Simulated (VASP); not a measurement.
Crystal: I.

```
CELL_PARAMETERS angstrom
3.63503 -2.39502 0.00000
3.63503 2.39502 0.00000
0.00000 0.00000 9.79344
ATOMIC_POSITIONS crystal
I 0.85070 0.14930 0.88440
I 0.35070 0.64930 0.61560
I 0.14930 0.85070 0.11560
I 0.64930 0.35070 0.38440
```

| Property | Result |
| --- | --- |
| Program | VASP 6.6.1 |
| Task | relaxation of cell and atoms |
| Functional | LDA |
| Potentials or basis | VASP PAW LDA potentials, release 64 (I) |
| Cutoff | 500 eV |
| k mesh | 5 × 5 × 2 |
| Occupations | gaussian, width 0.05 eV |
| Spin | no spin polarisation |

At the start: pressure -0.9 GPa; volume 42.63 Å³/atom.

Problem. Where does the relaxation end?

Solution. Over 13 steps the energy falls by 73.3 meV/atom and the volume is 36.88 Å³/atom (-13.5 %); space group Cmce (No. 64, to 0.1 Å) before and after.

The path:
```tsv
step	energy change (eV)	largest force (eV/Å)	pressure (GPa)	volume (Å³)
1	0.0000	0.7219	-0.88	170.52
2	-0.1198	0.4039	-1.16	164.80
3	-0.2372	0.3593	-0.59	150.17
4	-0.2414	0.2016	-0.88	153.01
5	-0.2298	0.2952	1.61	144.34
6	-0.2571	0.1896	0.10	149.17
7	-0.2688	0.1454	0.12	148.59
8	-0.2846	0.1573	0.24	146.88
9	-0.2854	0.0493	-0.57	148.69
10	-0.2883	0.0468	-0.20	147.82
11	-0.2928	0.0228	0.02	147.24
12	-0.2929	0.0263	0.04	147.21
13	-0.2932	0.0090	0.05	147.52
```

Final structure:
```xyz
4
Lattice="3.5815 -2.1347 0.0000 3.5815 2.1347 0.0000 0.0000 0.0000 9.6477" Properties=species:S:1:pos:R:3 pbc="T T T"
I     3.5815   -1.3940    8.4589
I     3.5815    0.7408    6.0127
I     3.5815    1.3940    1.1889
I     3.5815   -0.7408    3.6350
```
